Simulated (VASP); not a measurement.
# CaLa2Zn2 in VASP: single point with PBEsol

Aim: the single point of CaLa2Zn2 with PBEsol.

All numbers are computed with VASP 6.6.1; they aren't measurements. Logs are shortened: lines on timing, memory, paths and dates and some standing lists are left out, and cuts for length are marked.

## (1) The cell of the first run

The typed cell holds 5 atoms: a = 4.564 Å, b = 4.564 Å, c = 7.672 Å, α = 90.00°, β = 90.00°, γ = 120.00°.

## (2) Single point, PBEsol

INCAR reads:

```
  ALGO = Normal
  EDIFF = 1E-7
  ENCUT = 520
  GGA = PS
  ISIF = 2
  ISMEAR = -1
  LASPH = True
  LCHARG = False
  LREAL = False
  LWAVE = False
  NBANDS = 36
  NELM = 80
  PREC = Accurate
  SIGMA = 0.1
```

KPOINTS reads:

```
k-points
0
Gamma
  9 9 5
```

POSCAR reads:

```
CaLa2Zn2
1.0
    4.5644870000      0.0000000000      0.0000000000
   -2.2822440000      3.9529630000      0.0000000000
    0.0000000000      0.0000000000      7.6715450000
Zn Ca La
2 1 2
Direct
    0.3333000000      0.6667000000      0.6307000000
    0.6667000000      0.3333000000      0.3693000000
    0.0000000000      0.0000000000      0.0000000000
    0.3333000000      0.6667000000      0.2571000000
    0.6667000000      0.3333000000      0.7429000000
```

Potentials or basis: VASP PAW PBE potentials, release 64 (Zn, Ca_sv, La).

Launch:

```bash
$ cat potpaw_PBE.64/Zn/POTCAR potpaw_PBE.64/Ca_sv/POTCAR potpaw_PBE.64/La/POTCAR > POTCAR
$ mpirun -np 1 vasp_std > vasp.out
```

OUTCAR:

```text
EDIFF = 1E-7
   ENCUT = 520
   GGA = PS
   ISIF = 2
   ISMEAR = -1
   LASPH = True
   LREAL = False
   NELM = 80
   PREC = Accurate

 ion  position               nearest neighbor table
   1  0.333  0.667  0.631-   5 2.77   5 2.77   5 2.77   4 2.87
   2  0.667  0.333  0.369-   4 2.77   4 2.77   4 2.77   5 2.87
   3  0.000  0.000  0.000-   4 3.29   5 3.29   5 3.29   4 3.29   5 3.29   4 3.29
   4  0.333  0.667  0.257-   2 2.77   2 2.77   2 2.77   1 2.87   3 3.29   3 3.29   3 3.29
   5  0.667  0.333  0.743-   1 2.77   1 2.77   1 2.77   2 2.87   3 3.29   3 3.29   3 3.29

  LATTYP: Found a hexagonal cell.
 ALAT       =     4.5644870000
 C/A-ratio  =     1.6807025631

  Lattice vectors:

 A1 = (   4.5644870000,   0.0000000000,   0.0000000000)
 A2 = (  -2.2822440000,   3.9529630000,   0.0000000000)
 A3 = (   0.0000000000,   0.0000000000,   7.6715450000)

Analysis of symmetry for initial positions (statically):
=====================================================================
 Subroutine PRICEL returns:
 Original cell was already a primitive cell.

 Routine SETGRP: Setting up the symmetry group for a
 hexagonal supercell.

 Subroutine GETGRP returns: Found  4 space group operations
 (whereof  4 operations were pure point group operations)
 out of a pool of 24 trial point group operations.

The static configuration has the point symmetry C_2h.

Analysis of symmetry for dynamics (positions and initial velocities):
=====================================================================
 Subroutine PRICEL returns:
 Original cell was already a primitive cell.

 Routine SETGRP: Setting up the symmetry group for a
 hexagonal supercell.

 Subroutine GETGRP returns: Found  4 space group operations
 (whereof  4 operations were pure point group operations)
 out of a pool of 24 trial point group operations.

The dynamic configuration has the point symmetry C_2h.

 Subroutine INISYM returns: Found  4 space group operations
 (whereof  4 operations are pure point group operations),
 and found     1 'primitive' translations

----------------------------------------------------------------------------------------

                                     Primitive cell

  volume of cell :     138.4196

  direct lattice vectors                    reciprocal lattice vectors
     4.564487000  0.000000000  0.000000000     0.219082670  0.126487425  0.000000000
    -2.282244000  3.952963000  0.000000000     0.000000000  0.252974794  0.000000000
     0.000000000  0.000000000  7.671545000     0.000000000  0.000000000  0.130351839

  length of vectors
     4.564487000  4.564488378  7.671545000     0.252974870  0.252974794  0.130351839

  position of ions in fractional coordinates (direct lattice)
     0.333300000  0.666700000  0.630700000
     0.666700000  0.333300000  0.369300000
     0.000000000  0.000000000  0.000000000
     0.333300000  0.666700000  0.257100000
     0.666700000  0.333300000  0.742900000

  ion indices of the primitive-cell ions
   primitive index   ion index
                 1           1
                 2           2
                 3           3
                 4           4
                 5           5

----------------------------------------------------------------------------------------

 KPOINTS: k-points

Automatic generation of k-mesh.
 Grid dimensions read from file:
 generate k-points for:    9    9    5

 Generating k-lattice:

  Cartesian coordinates                     Fractional coordinates (reciprocal lattice)
     0.024342519  0.014054158  0.000000000     0.111111111 -0.000000000  0.000000000
     0.000000000  0.028108310  0.000000000     0.000000000  0.111111111  0.000000000
     0.000000000  0.000000000  0.026070368     0.000000000  0.000000000  0.200000000

  Length of vectors
     0.028108319  0.028108310  0.026070368

  Shift w.r.t. Gamma in fractional coordinates (k-lattice)
     0.000000000  0.000000000  0.000000000

 Subroutine IBZKPT returns following result:
 ===========================================

 Found    115 irreducible k-points:

 Following reciprocal coordinates:
            Coordinates               Weight
  0.000000  0.000000  0.000000      1.000000
  0.111111  0.000000  0.000000      4.000000
 -0.111111  0.111111  0.000000      2.000000
  0.222222  0.000000  0.000000      4.000000
 -0.222222  0.222222  0.000000      2.000000
  0.333333 -0.000000  0.000000      4.000000
[... 16 lines left out ...]
 -0.222222 -0.444444  0.000000      4.000000
  0.444444  0.333333  0.000000      4.000000
 [... further k-points ...]
   k-points           NKPTS =    115   k-points in BZ     NKDIM =    115   number of bands    NBANDS=     36
   number of dos      NEDOS =    301   number of ions     NIONS =      5
   total plane-waves  NPLWV =  77760
   dimension x,y,z NGX =    36 NGY =   36 NGZ =   60
   dimension x,y,z NGXF=    72 NGYF=   72 NGZF=  120
   ions per type =               2   1   2
   NGX,Y,Z   is equivalent  to a cutoff of  13.11, 13.11, 13.00 a.u.
   NGXF,Y,Z  is equivalent  to a cutoff of  26.22, 26.22, 26.00 a.u.
 SYSTEM =  unknown system
   PREC   = accura    normal or accurate (medium, high low for compatibility)
   ISTART =      0    job   : 0-new  1-cont  2-samecut
   ICHARG =      2    charge: 1-file 2-atom 10-const
   ISPIN  =      1    spin polarized calculation?
   LNONCOLLINEAR =      F non collinear calculations
   LSORBIT =      F    spin-orbit coupling
   LASPH  =      T    aspherical Exc in radial PAW
   ENCUT  =  520.0 eV  38.22 Ry    6.18 a.u.   8.49  8.49 14.26*2*pi/ulx,y,z
   NELM   =     80;   NELMIN=  2; NELMDL= -5     # of ELM steps
   EDIFF  = 0.1E-06   stopping-criterion for ELM
   LREAL  =      F    real-space projection
   EDIFFG = 0.1E-05   stopping-criterion for IOM
   NSW    =      0    number of steps for IOM
   IBRION =     -1    ionic relax: 0-MD 1-quasi-New 2-CG
   NFREE  =      0    steps in history (QN), initial steepest desc. (CG)
   ISIF   =      2    stress and relaxation
   ISYM   =      2    0-nonsym 1-usesym 2-fastsym
   POTIM  = 0.5000    time-step for ionic-motion
   TEBEG  =    0.0;   TEEND  =   0.0 temperature during run
   PSTRESS=    0.0 pullay stress
   NELECT =      56.0000    total number of electrons
   NUPDOWN=      -1.0000    fix difference up-down
   EMIN   =  10.00;   EMAX   =-10.00  energy-range for DOS
   EFERMI =   0.00;   METHOD = LEGACY
   ISMEAR =    -1;   SIGMA  =   0.10  broadening in eV -4-tet -1-fermi 0-gaus
   EFERMI_NEDOS =   21; number of points for ismear=-14 and -15
   IALGO  =     38    algorithm
   IMIX   =      4    mixing-type and parameters
     AMIX     =   0.40;   BMIX     =  1.00
     AMIX_MAG =   1.60;   BMIX_MAG =  1.00
  volume/ion in A,a.u.               =      27.68       186.82
  Fermi-wavevector in a.u.,A,eV,Ry     =   1.210798  2.288076 19.946570  1.466032
  Thomas-Fermi vector in A             =   2.346333
   LORBIT       =      0    0 simple, 1 ext, 2 COOP (PROOUT), +10 PAW based schemes
   GGA     = PS    functional components
   LHFCALC =     F    Hartree Fock is set to
   AEXX    =    0.0000 exact exchange contribution
   IVDW    =     0    specifies the selected vdW correction
   LEPSILON=     F    determine dielectric tensor
   LRPA    =     F    only Hartree local field effects (RPA)
 non-spin polarized calculation
  energy-cutoff  :      520.00
  volume of cell :      138.42
 maximum number of plane-waves:      3779
 NGX is ok and might be reduce to    36
   NGX = 17   NGY = 17   NGZ = 29

 number of electron      56.0000032 magnetization

 Free energy of the ion-electron system (eV)
  ---------------------------------------------------
  ext. energy  EPLUGINS =         0.00000000
  ---------------------------------------------------
  free energy    TOTEN  =       -13.80085683 eV

  energy without entropy =      -13.60951395  energy(sigma->0) =      -13.70518539

 E-fermi :   4.9848     XC(G=0):  -9.7715

 val. band max:        4.9825606522   @ k =   0.3333  -0.0000   0.0000
 cond. band min:       5.0107674894   @ k =   0.3333  -0.0000   0.0000
 fundamental gap:      0.0282068372
 Fermi energy:         4.9847716964

 k-point     1 :       0.0000    0.0000    0.0000
  band No.  band energies     occupation
      1     -36.1507      2.00000
      2     -27.5610      2.00000
      3     -27.5485      2.00000
      4     -17.3042      2.00000
      5     -17.3041      2.00000
      6     -17.2718      2.00000
[... 28 lines left out ...]
     35       6.8430      0.00000
     36       6.8994      0.00000

 k-point     2 :       0.1111    0.0000    0.0000
  band No.  band energies     occupation
      1     -36.1504      2.00000
      2     -27.5593      2.00000
      3     -27.5472      2.00000
      4     -17.3073      2.00000
      5     -17.3054      2.00000
      6     -17.2730      2.00000
[... 28 lines left out ...]
     35       6.7967      0.00000
     36       6.8642      0.00000

 k-point     3 :      -0.1111    0.1111    0.0000
  band No.  band energies     occupation
      1     -36.1504      2.00000
      2     -27.5593      2.00000
      3     -27.5472      2.00000
      4     -17.3073      2.00000
      5     -17.3054      2.00000
      6     -17.2730      2.00000
[... 28 lines left out ...]
     35       6.7968      0.00000
     36       6.8642      0.00000
[... 742 lines left out ...]
 k-point    23 :      -0.2222   -0.4444    0.0000
  band No.  band energies     occupation
      1     -36.1487      2.00000
      2     -27.5431      2.00000
      3     -27.5389      2.00000
      4     -17.3277      2.00000
      5     -17.3201      2.00000
      6     -17.2836      2.00000
[... 28 lines left out ...]
     35       6.9141      0.00000
     36       6.9276      0.00000

 k-point    24 :       0.4444    0.3333    0.0000
  band No.  band energies     occupation
      1     -36.1487      2.00000
      2     -27.5431      2.00000
      3     -27.5389      2.00000
      4     -17.3278      2.00000
      5     -17.3200      2.00000
      6     -17.2836      2.00000
[... 28 lines left out ...]
     35       6.9181      0.00000
     36       6.9479      0.00000

 [... further k-points ...]

------------------------ aborting loop because EDIFF is reached ----------------------------------------

  FORCE on cell =-STRESS in cart. coord.  units (eV):
  Direction    XX          YY          ZZ          XY          YZ          ZX
  --------------------------------------------------------------------------------------
  -------------------------------------------------------------------------------------
  Total        6.4813998      6.4887277      4.2755546      0.0063416      0.0017779     -0.0030793
  in kB       75.0208248     75.1056429     49.4886349      0.0734022      0.0205784     -0.0356425
  external PRESSURE =      66.5383675 kB  Pullay stress =       0.0000000 kB

 VOLUME and BASIS-vectors are now :
 -----------------------------------------------------------------------------
  energy-cutoff  :      520.00
  volume of cell :      138.42
      direct lattice vectors                 reciprocal lattice vectors
     4.564487000  0.000000000  0.000000000     0.219082670  0.126487425  0.000000000
    -2.282244000  3.952963000  0.000000000     0.000000000  0.252974794  0.000000000
     0.000000000  0.000000000  7.671545000     0.000000000  0.000000000  0.130351839

 POSITION                                       TOTAL-FORCE (eV/Angst)
 -----------------------------------------------------------------------------------
     -0.00023      2.63544      4.83844         0.002170     -0.001253     -0.270679
      2.28247      1.31752      2.83310        -0.002170      0.001253      0.270679
      0.00000      0.00000      0.00000        -0.000000      0.000000      0.000000
     -0.00023      2.63544      1.97235         0.002757     -0.001592     -0.167094
      2.28247      1.31752      5.69919        -0.002757      0.001592      0.167094
 -----------------------------------------------------------------------------------
    total drift:                                0.000000      0.000000      0.000000

  FREE ENERGIE OF THE ION-ELECTRON SYSTEM (eV)
  ---------------------------------------------------
  free  energy   TOTEN  =       -13.8008568343 eV

  energy  without entropy=      -13.6095139516  energy(sigma->0) =      -13.70518539
```

Run time: 17 min. Hardware: 1 thread of Intel Xeon Platinum 8259CL at 2.50GHz (Skylake/Cascade Lake), shared host; peak memory 0.72 GiB.

Results:

* Free energy: -13.8009 eV
* Pressure: 6.7 GPa
* Largest force: 0.271 eV/Å
* Band gap on the k mesh: zero (bands 28 and 29 overlap by 0.46 eV)

Forces on the atoms (eV/Å):
```
Zn   0.002 -0.001 -0.271
Zn  -0.002  0.001  0.271
Ca   0.000  0.000  0.000
La   0.003 -0.002 -0.167
La  -0.003  0.002  0.167
```

Levels at points of the mesh, in eV from the Fermi level:
```
           k point  band 24  band 25  band 26  band 27  band 28  band 29  band 30  band 31  band 32  band 33
(0.00, 0.00, 0.00)    -3.72    -1.10    -0.57    -0.55    -0.55     0.18     0.18     0.61     0.61     1.47
```

Caveat: the cell stands under pressure; the PAW data sets were made with another functional, which shifts forces and pressure a little; spin-orbit coupling is left out, which moves the levels of the heavy elements.

The gap in the log of VASP goes by the Fermi energy; the results here count the filled bands.